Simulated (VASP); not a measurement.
# LuSiO (P4/nmm) in VASP: single point with PBE

Aim: the single point of LuSiO with PBE.

Program: VASP 6.6.1. These are calculated values, not measurements. Logs are shortened: lines on timing, memory, paths and dates and some standing lists are left out, and cuts for length are marked.

### Step 1. The cell of the first run

The structure is tetragonal, space group P4/nmm (No. 129). The conventional cell has a = 3.758 Å, b = 3.758 Å, c = 8.466 Å, α = 90.00°, β = 90.00°, γ = 90.00°. Lu (site symmetry 4mm) has 5 O at 2.80 to 3.01 Å and 4 Si at 2.96 Å and 4 Lu at 3.76 Å within 3.8 Å. Within 3.8 Å of O (site symmetry 4mm) lie 5 Lu at 2.80 to 3.01 Å and 8 O at 3.40 to 3.76 Å and 4 Si at 3.69 Å. Within 3.5 Å of Si (site symmetry -4m2) lie 4 Si at 2.66 Å and 4 Lu at 2.96 Å.

### Step 2. Single point, PBE

Contents of POSCAR:

```
LuSiO
1.0
    3.7577410000      0.0000000000      0.0000000000
    0.0000000000      3.7577410000      0.0000000000
    0.0000000000      0.0000000000      8.4655920000
Lu O Si
2 2 2
Direct
    0.0000000000      0.5000000000      0.2700000000
    0.5000000000      0.0000000000      0.7300000000
    0.0000000000      0.5000000000      0.6250000000
    0.5000000000      0.0000000000      0.3750000000
    0.0000000000      0.0000000000      0.0000000000
    0.5000000000      0.5000000000      0.0000000000
```

Contents of INCAR.step1:

```
  PREC = Accurate
  ENCUT = 520
  EDIFF = 1E-7
  ISMEAR = -1
  SIGMA = 0.1
  LREAL = False
  LASPH = True
  NELM = 60
  ALGO = Normal
  ISIF = 2
  LWAVE = False
  LCHARG = True
  GGA = PE
  NBANDS = 44
```

Contents of KPOINTS.step1:

```
regular mesh
0
Gamma
  9 9 4
```

Contents of INCAR.step2:

```
  PREC = Accurate
  ENCUT = 520
  EDIFF = 1E-7
  ISMEAR = -5
  SIGMA = 0.1
  LREAL = False
  LASPH = True
  NELM = 60
  ALGO = Normal
  ISIF = 2
  LWAVE = False
  LCHARG = False
  GGA = PE
  LORBIT = 11
  NEDOS = 2001
  ICHARG = 11
```

Contents of KPOINTS.step2:

```
regular mesh
0
Gamma
  14 14 6
```

Potentials or basis: VASP PAW PBE potentials, release 64 (Lu, O, Si).

Launch:

```bash
$ cat potpaw_PBE.64/Lu/POTCAR potpaw_PBE.64/O/POTCAR potpaw_PBE.64/Si/POTCAR > POTCAR
$ cp INCAR.step1 INCAR
$ cp KPOINTS.step1 KPOINTS
$ mpirun -np 1 vasp_std > vasp.out
$ cp INCAR.step2 INCAR
$ cp KPOINTS.step2 KPOINTS
$ mpirun -np 1 vasp_std > vasp.out
```

OUTCAR:

```text
PREC = Accurate
   ENCUT = 520
   EDIFF = 1E-7
   ISMEAR = -5
   LREAL = False
   LASPH = True
   NELM = 60
   ISIF = 2
   GGA = PE
   LORBIT = 11
   ICHARG = 11

 ion  position               nearest neighbor table
   1  0.000  0.500  0.270-   4 2.80   4 2.80   4 2.80   4 2.80   5 2.96   6 2.96   6 2.96   5 2.96

   2  0.500  0.000  0.730-   3 2.80   3 2.80   3 2.80   3 2.80   6 2.96   6 2.96   5 2.96   5 2.96

   3  0.000  0.500  0.625-   2 2.80   2 2.80   2 2.80   2 2.80
   4  0.500  0.000  0.375-   1 2.80   1 2.80   1 2.80   1 2.80
   5  0.000  0.000  0.000-   6 2.66   6 2.66   6 2.66   6 2.66   2 2.96   2 2.96   1 2.96   1 2.96

   6  0.500  0.500  0.000-   5 2.66   5 2.66   5 2.66   5 2.66   2 2.96   1 2.96   1 2.96   2 2.96

  LATTYP: Found a simple tetragonal cell.
 ALAT       =     3.7577410000
 C/A-ratio  =     2.2528407360

  Lattice vectors:

 A1 = (   3.7577410000,   0.0000000000,   0.0000000000)
 A2 = (   0.0000000000,   3.7577410000,   0.0000000000)
 A3 = (   0.0000000000,   0.0000000000,   8.4655920000)

Analysis of symmetry for initial positions (statically):
=====================================================================
 Subroutine PRICEL returns:
 Original cell was already a primitive cell.

 Routine SETGRP: Setting up the symmetry group for a
 simple tetragonal supercell.

 Subroutine GETGRP returns: Found 16 space group operations
 (whereof  8 operations were pure point group operations)
 out of a pool of 16 trial point group operations.

The static configuration has the point symmetry D_2d.
 The point group associated with its full space group is D_4h.

Analysis of symmetry for dynamics (positions and initial velocities):
=====================================================================
 Subroutine PRICEL returns:
 Original cell was already a primitive cell.

 Routine SETGRP: Setting up the symmetry group for a
 simple tetragonal supercell.

 Subroutine GETGRP returns: Found 16 space group operations
 (whereof  8 operations were pure point group operations)
 out of a pool of 16 trial point group operations.

The dynamic configuration has the point symmetry D_2d.
 The point group associated with its full space group is D_4h.

 Subroutine INISYM returns: Found 16 space group operations
 (whereof  8 operations are pure point group operations),
 and found     1 'primitive' translations

----------------------------------------------------------------------------------------

                                     Primitive cell

  volume of cell :     119.5394

  direct lattice vectors                    reciprocal lattice vectors
     3.757741000  0.000000000  0.000000000     0.266117330  0.000000000  0.000000000
     0.000000000  3.757741000  0.000000000     0.000000000  0.266117330  0.000000000
     0.000000000  0.000000000  8.465592000     0.000000000  0.000000000  0.118125230

  length of vectors
     3.757741000  3.757741000  8.465592000     0.266117330  0.266117330  0.118125230

  position of ions in fractional coordinates (direct lattice)
     0.000000000  0.500000000  0.270000000
     0.500000000  0.000000000  0.730000000
     0.000000000  0.500000000  0.625000000
     0.500000000  0.000000000  0.375000000
     0.000000000  0.000000000  0.000000000
     0.500000000  0.500000000  0.000000000

  ion indices of the primitive-cell ions
   primitive index   ion index
                 1           1
                 2           2
                 3           3
                 4           4
                 5           5
                 6           6

----------------------------------------------------------------------------------------

 KPOINTS: regular mesh

Automatic generation of k-mesh.
 Grid dimensions read from file:
 generate k-points for:   14   14    6

 Generating k-lattice:

  Cartesian coordinates                     Fractional coordinates (reciprocal lattice)
     0.019008381  0.000000000  0.000000000     0.071428571  0.000000000  0.000000000
     0.000000000  0.019008381  0.000000000     0.000000000  0.071428571  0.000000000
     0.000000000  0.000000000  0.019687538     0.000000000  0.000000000  0.166666667

  Length of vectors
     0.019008381  0.019008381  0.019687538

  Shift w.r.t. Gamma in fractional coordinates (k-lattice)
     0.000000000  0.000000000  0.000000000

 TETIRR: Found   1764 inequivalent tetrahedra from     7056

 Subroutine IBZKPT returns following result:
 ===========================================

 Found    144 irreducible k-points:

 Following reciprocal coordinates:
            Coordinates               Weight
  0.000000  0.000000  0.000000      1.000000
  0.071429  0.000000  0.000000      4.000000
  0.142857  0.000000  0.000000      4.000000
  0.214286  0.000000  0.000000      4.000000
  0.285714  0.000000  0.000000      4.000000
  0.357143  0.000000  0.000000      4.000000
[... 16 lines left out ...]
  0.285714  0.214286  0.000000      8.000000
  0.357143  0.214286  0.000000      8.000000
 [... further k-points ...]
   k-points           NKPTS =    144   k-points in BZ     NKDIM =    144   number of bands    NBANDS=     42
   number of dos      NEDOS =   2001   number of ions     NIONS =      6
   total plane-waves  NPLWV =  50176
   dimension x,y,z NGX =    28 NGY =   28 NGZ =   64
   dimension x,y,z NGXF=    56 NGYF=   56 NGZF=  128
   ions per type =               2   2   2
   NGX,Y,Z   is equivalent  to a cutoff of  12.39, 12.39, 12.57 a.u.
   NGXF,Y,Z  is equivalent  to a cutoff of  24.77, 24.77, 25.14 a.u.
 SYSTEM =  unknown system
   PREC   = accura    normal or accurate (medium, high low for compatibility)
   ISTART =      0    job   : 0-new  1-cont  2-samecut
   ICHARG =     11    charge: 1-file 2-atom 10-const
   ISPIN  =      1    spin polarized calculation?
   LNONCOLLINEAR =      F non collinear calculations
   LSORBIT =      F    spin-orbit coupling
   LASPH  =      T    aspherical Exc in radial PAW
   ENCUT  =  520.0 eV  38.22 Ry    6.18 a.u.   6.99  6.99 15.74*2*pi/ulx,y,z
   NELM   =     60;   NELMIN=  2; NELMDL=  0     # of ELM steps
   EDIFF  = 0.1E-06   stopping-criterion for ELM
   LREAL  =      F    real-space projection
   EDIFFG = 0.1E-05   stopping-criterion for IOM
   NSW    =      0    number of steps for IOM
   IBRION =     -1    ionic relax: 0-MD 1-quasi-New 2-CG
   NFREE  =      0    steps in history (QN), initial steepest desc. (CG)
   ISIF   =      2    stress and relaxation
   ISYM   =      2    0-nonsym 1-usesym 2-fastsym
   POTIM  = 0.5000    time-step for ionic-motion
   TEBEG  =    0.0;   TEEND  =   0.0 temperature during run
   PSTRESS=    0.0 pullay stress
   NELECT =      70.0000    total number of electrons
   NUPDOWN=      -1.0000    fix difference up-down
   EMIN   =  10.00;   EMAX   =-10.00  energy-range for DOS
   EFERMI =   0.00;   METHOD = LEGACY
   ISMEAR =    -5;   SIGMA  =   0.10  broadening in eV -4-tet -1-fermi 0-gaus
   EFERMI_NEDOS =   21; number of points for ismear=-14 and -15
   IALGO  =     38    algorithm
   IMIX   =      4    mixing-type and parameters
     AMIX     =   0.40;   BMIX     =  1.00
     AMIX_MAG =   1.60;   BMIX_MAG =  1.00
  volume/ion in A,a.u.               =      19.92       134.45
  Fermi-wavevector in a.u.,A,eV,Ry     =   1.369632  2.588229 25.523051  1.875891
  Thomas-Fermi vector in A             =   2.495490
   LORBIT       =     11    0 simple, 1 ext, 2 COOP (PROOUT), +10 PAW based schemes
   GGA     = PE    functional components
   LHFCALC =     F    Hartree Fock is set to
   AEXX    =    0.0000 exact exchange contribution
   IVDW    =     0    specifies the selected vdW correction
   LEPSILON=     F    determine dielectric tensor
   LRPA    =     F    only Hartree local field effects (RPA)
 non-spin polarized calculation
 Fermi weights with tetrahedron method with Bloechl corrections
  energy-cutoff  :      520.00
  volume of cell :      119.54
 maximum number of plane-waves:      3248
 NGX is ok and might be reduce to    28

 number of electron      70.0000033 magnetization

 Free energy of the ion-electron system (eV)
  ---------------------------------------------------
  ext. energy  EPLUGINS =         0.00000000
  ---------------------------------------------------
  free energy    TOTEN  =       -36.29387646 eV

  energy without entropy =      -36.29387646  energy(sigma->0) =      -36.29387646

 E-fermi :   2.2902     XC(G=0): -10.0531

 val. band max:        2.3365802499   @ k =   0.5000   0.0714   0.1667
 cond. band min:       2.2850954426   @ k =   0.3571   0.0714   0.5000
 fundamental gap:     -0.0514848074
 Fermi energy:         2.2902095460

 k-point     1 :       0.0000    0.0000    0.0000
  band No.  band energies     occupation
      1     -53.6848      2.00000
      2     -53.6846      2.00000
      3     -24.3114      2.00000
      4     -24.2933      2.00000
      5     -24.2316      2.00000
      6     -24.2316      2.00000
[... 34 lines left out ...]
     41       5.7538      0.00000
     42       6.8570      0.00000

 k-point     2 :       0.0714    0.0000    0.0000
  band No.  band energies     occupation
      1     -53.6846      2.00000
      2     -53.6845      2.00000
      3     -24.3105      2.00000
      4     -24.2929      2.00000
      5     -24.2372      2.00000
      6     -24.2355      2.00000
[... 979 lines left out ...]
     41       6.3585      0.00000
     42       6.8983      0.00000

 k-point    24 :       0.3571    0.2143    0.0000
  band No.  band energies     occupation
      1     -53.6814      2.00000
      2     -53.6814      2.00000
      3     -24.3161      2.00000
      4     -24.3155      2.00000
      5     -24.2895      2.00000
      6     -24.2835      2.00000
[... 34 lines left out ...]
     41       6.7008      0.00000
     42       6.9063      0.00000

 [... further k-points ...]

------------------------ aborting loop because EDIFF is reached ----------------------------------------

  FORCE on cell =-STRESS in cart. coord.  units (eV):
  Direction    XX          YY          ZZ          XY          YZ          ZX
  --------------------------------------------------------------------------------------
  -------------------------------------------------------------------------------------
  Total      -16.4274708    -16.4274708     -5.2157844      0.0000000      0.0000000      0.0000000
  in kB     -220.1761456   -220.1761456    -69.9067634      0.0000000      0.0000000      0.0000000
  external PRESSURE =    -170.0863515 kB  Pullay stress =       0.0000000 kB

 VOLUME and BASIS-vectors are now :
 -----------------------------------------------------------------------------
  energy-cutoff  :      520.00
  volume of cell :      119.54
      direct lattice vectors                 reciprocal lattice vectors
     3.757741000  0.000000000  0.000000000     0.266117330  0.000000000  0.000000000
     0.000000000  3.757741000  0.000000000     0.000000000  0.266117330  0.000000000
     0.000000000  0.000000000  8.465592000     0.000000000  0.000000000  0.118125230

 POSITION                                       TOTAL-FORCE (eV/Angst)
 -----------------------------------------------------------------------------------
      0.00000      1.87887      2.28571         0.000000      0.000000      4.111945
      1.87887      0.00000      6.17988         0.000000     -0.000000     -4.111945
      0.00000      1.87887      5.29099         0.000000     -0.000000      1.333111
      1.87887      0.00000      3.17460         0.000000      0.000000     -1.333111
      0.00000      0.00000      0.00000         0.000000      0.000000      0.000000
      1.87887      1.87887      0.00000         0.000000      0.000000      0.000000
 -----------------------------------------------------------------------------------
    total drift:                               -0.000000      0.000000     -0.000000

  FREE ENERGIE OF THE ION-ELECTRON SYSTEM (eV)
  ---------------------------------------------------
  free  energy   TOTEN  =       -36.2938764554 eV

  energy  without entropy=      -36.2938764554  energy(sigma->0) =      -36.29387646

 total charge

# of ion       s       p       d       f       tot
--------------------------------------------------
    1        2.197   6.041   0.605  13.989  22.832
    2        2.197   6.041   0.605  13.989  22.832
    3        1.566   3.252   0.000   0.000   4.819
    4        1.566   3.252   0.000   0.000   4.819
    5        0.787   0.814   0.000   0.000   1.600
    6        0.787   0.814   0.000   0.000   1.600
--------------------------------------------------
tot          9.100  20.214   1.210  27.978  58.501
```

Run time: 6.4 min. Hardware: 1 thread of Intel Xeon 6975P-C (Granite Rapids), shared host; peak memory 0.67 GiB.

Results:

- Valence electrons inside the program's atomic spheres: Lu 22.83; O 4.82; Si 1.60

Caveat: spin-orbit coupling is left out, which moves the levels of the heavy elements; tetrahedron occupations give inexact forces and stress in metals.
